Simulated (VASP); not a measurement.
WS2: single point with r2SCAN

The system is WS2.

```
CELL_PARAMETERS angstrom
3.18162 0.00000 0.00000
-1.59081 2.75536 0.00000
0.00000 0.00000 13.06738
ATOMIC_POSITIONS crystal
W 0.33333 0.66667 0.25000
W 0.66667 0.33333 0.75000
S 0.33333 0.66667 0.63066
S 0.66667 0.33333 0.13066
S 0.33333 0.66667 0.86934
S 0.66667 0.33333 0.36934
```

```yaml
Program: VASP 6.6.1
Task: single point
Functional: r2SCAN
Potentials_or_basis: VASP PAW PBE potentials, release 64 (W_sv, S)
Cutoff: 520 eV
k_mesh: 12 × 12 × 2
Occupations: gaussian, width 0.02 eV
Spin: no spin polarisation
```

| Property | Result |
| --- | --- |
| Pressure | 0.2 GPa |
| Largest force | 0.021 eV/Å |
| Band gap on the k mesh | 1.38 eV, indirect (least direct gap 1.88 eV) |

Forces on the atoms (eV/Å):
```
W    0.000  0.000  0.000
W    0.000  0.000  0.000
S    0.000  0.000 -0.021
S    0.000  0.000 -0.021
S    0.000  0.000  0.021
S    0.000  0.000  0.021
```

Stress tensor (GPa, compression positive):
```
0.20 0.00 0.00
0.00 0.20 0.00
0.00 0.00 0.12
```

Levels at points of the mesh, in eV from the valence-band top:
```csv
k point,band 23,band 24,band 25,band 26,band 27,band 28,band 29,band 30
"(0.00, 0.00, 0.00)",-2.29,-1.89,-0.91,0.00,2.55,2.55,2.56,2.56
"(0.50, 0.00, 0.00)",-2.00,-1.91,-1.56,-1.47,2.47,2.50,2.86,3.02
"(0.00, 0.00, 0.50)",-2.30,-2.30,-0.31,-0.31,2.55,2.55,2.55,2.55
"(0.50, 0.00, 0.50)",-1.95,-1.95,-1.51,-1.51,2.48,2.48,2.95,2.95
```

Wall time 5.1 min on 1 thread of Intel Xeon 6975P-C, on a shared host, peak memory 0.31 GiB.

Caveat: the PAW data sets were made with another functional, which shifts forces and pressure a little; spin-orbit coupling is left out, which moves the levels of the heavy elements. r2SCAN opens gaps a little over a GGA but as a rule still falls short of measured ones.
